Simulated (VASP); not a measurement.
A run of VASP 6.6.1 is set up as follows.

INCAR

```
SYSTEM = Sc3GeH
ALGO     = Normal         ! electronic algorithm
EDIFF    = 1E-6           ! SCF threshold, eV
ENCUT    = 520            ! plane-wave cutoff, eV
GGA      = PE             ! functional
ISIF     = 2              ! what is computed and relaxed
ISMEAR   = -5             ! smearing method
ISYM     = 0            
LASPH    = .True.         ! aspherical terms in the spheres
LCHARG   = .False.        ! write CHGCAR
LREAL    = .False.        ! projectors in reciprocal space
LWAVE    = .False.        ! write WAVECAR
NBANDS   = 59             ! bands
NELECT   = 95.0         
NELM     = 100            ! most SCF steps
PREC     = Accurate       ! precision mode
SIGMA    = 0.1            ! smearing width, eV
```

KPOINTS

```
Automatic mesh
0
Gamma
  4 4 4
  0.5 0.5 0.5
```

Contents of POSCAR:

```
Sc3GeH
1.0
    0.0000000000      5.8145690000      0.0000000000
    5.8145690000      0.0000000000      0.0000000000
    2.9072850000      2.9072850000     -4.3598460000
Ge Sc H
2 6 2
Direct
    0.7500000000      0.2500000000      0.5000000000
    0.2500000000      0.7500000000      0.5000000000
    0.7000000000      0.2000000000      0.0000000000
    0.2000000000      0.3000000000      0.0000000000
    0.3000000000      0.8000000000      0.0000000000
    0.8000000000      0.7000000000      0.0000000000
    0.2500000000      0.2500000000      0.5000000000
    0.7500000000      0.7500000000      0.5000000000
    0.0000000000      0.0000000000      0.0000000000
    0.5000000000      0.5000000000      0.0000000000
```

Potentials or basis: VASP PAW PBE potentials, release 64 (Ge_d, Sc_sv, H).

Run with:

```console
$ cat potpaw_PBE.64/Ge_d/POTCAR potpaw_PBE.64/Sc_sv/POTCAR potpaw_PBE.64/H/POTCAR > POTCAR
$ mpirun -np 1 vasp_std > vasp.out
```

Q: What does it give for the largest force?

A: 0.941 eV/Å.

Forces in eV/Å, atoms in the order of the input:
```
Ge   0.003  0.003 -0.004
Ge  -0.003 -0.003  0.004
Sc   0.665  0.665  0.001
Sc  -0.661  0.661  0.000
Sc  -0.665 -0.665 -0.001
Sc   0.661 -0.661  0.000
Sc  -0.003  0.003  0.000
Sc   0.003 -0.003  0.000
H    0.000  0.000  0.000
H    0.000  0.000  0.000
```

Caveat: the k points lie up to 0.36 Å⁻¹ apart; the cell carries a net charge on a neutralising background, which shifts energy and pressure; tetrahedron occupations give inexact forces and stress in metals.
